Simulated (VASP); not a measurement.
Here is a VASP 6.6.1 calculation.

Contents of INCAR:

```
SYSTEM = CuO
ALGO     = Normal         ! electronic algorithm
EDIFF    = 1E-6           ! SCF threshold, eV
ENCUT    = 520            ! plane-wave cutoff, eV
GGA      = PS             ! functional
ISIF     = 2              ! what is computed and relaxed
ISMEAR   = -1             ! smearing method
LASPH    = .TRUE.         ! aspherical terms in the spheres
LCHARG   = .FALSE.        ! write CHGCAR
LREAL    = .FALSE.        ! projectors in reciprocal space
LWAVE    = .FALSE.        ! write WAVECAR
NBANDS   = 25             ! bands
NELM     = 60             ! most SCF steps
PREC     = Accurate       ! precision mode
SIGMA    = 0.05           ! smearing width, eV
```

Contents of KPOINTS:

```
k-points
0
G
  10 10 5
  0 0 0
```

Contents of POSCAR:

```
CuO
1.0
    2.2940437287     -1.6763657078      0.0000000000
    2.2940437287      1.6763657078      0.0000000000
   -0.8326750593      0.0000000000      4.9546185987
Cu O
2 2
Direct
    0.5000000000      0.0000000000      0.5000000000
    0.0000000000      0.5000000000      0.0000000000
    0.4184000000      0.5816000000      0.7500000000
    0.5816000000      0.4184000000      0.2500000000
```

Potentials or basis: VASP PAW PBE potentials, release 64 (Cu, O).

The run is started by

```bash
$ cat potpaw_PBE.64/Cu/POTCAR potpaw_PBE.64/O/POTCAR > POTCAR
$ mpirun -np 1 vasp_std > vasp.out
```

Question: What does it give for the largest force?

Answer: 0.108 eV/Å.

Question: Estimate the pressure.

Answer: 10.6 GPa.

Question: What does it give for the band gap on the k mesh?

Answer: Zero (bands 17 and 18 overlap by 0.61 eV).

Stress tensor (GPa, compression positive):
```
10.76  0.00 -2.28
 0.00  9.89  0.00
-2.28  0.00 11.09
```

Caveat: the cell stands under pressure; the PAW data sets were made with another functional, which shifts forces and pressure a little; semilocal functionals often make such compounds metallic where correlation or magnetic order opens a gap, which also shifts bond lengths. With open d or f shells a metallic result of PBEsol can be an artefact of self-interaction; +U or a hybrid may open a gap.
